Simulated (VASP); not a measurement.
Here is a VASP 6.6.1 calculation.

INCAR

```
PREC = Accurate
ENCUT = 520
EDIFF = 1E-6
ISMEAR = 0
SIGMA = 0.15
LREAL = F
LASPH = T
NELM = 80
ALGO = Fast
ISIF = 2
LWAVE = F
LCHARG = T
GGA = PE
LELF = T
LVHAR = T
NBANDS = 13
```

Contents of KPOINTS:

```
Automatic mesh
0
Gamma
  21 21 18
```

The input POSCAR:

```
Mo
1.0
    2.6534450853      0.0000000000      0.0000000000
   -1.3267225426      2.2979508514      0.0000000000
    0.0000000000      0.0000000000      2.5551807000
Mo
1
Direct
    0.0000000000      0.0000000000      0.5000000000
```

Potentials or basis: VASP PAW PBE potentials, release 64 (Mo_sv).

The run is started by

```bash
$ cat potpaw_PBE.64/Mo_sv/POTCAR > POTCAR
$ mpirun -np 1 vasp_std > vasp.out
```

Question: Predict the band gap on the k mesh.

Answer: Zero (band 7 reaches 13.48 eV, above the bottom of band 8 at 11.55 eV).

Question: Estimate the pressure.

Answer: 20.1 GPa.

Stress tensor (GPa, compression positive):
```
27.03  0.00  0.00
 0.00 27.03  0.00
 0.00  0.00  6.24
```

Caveat: the cell differs from its parent crystal (strain -0.030 along x and y, +0.000 along z).
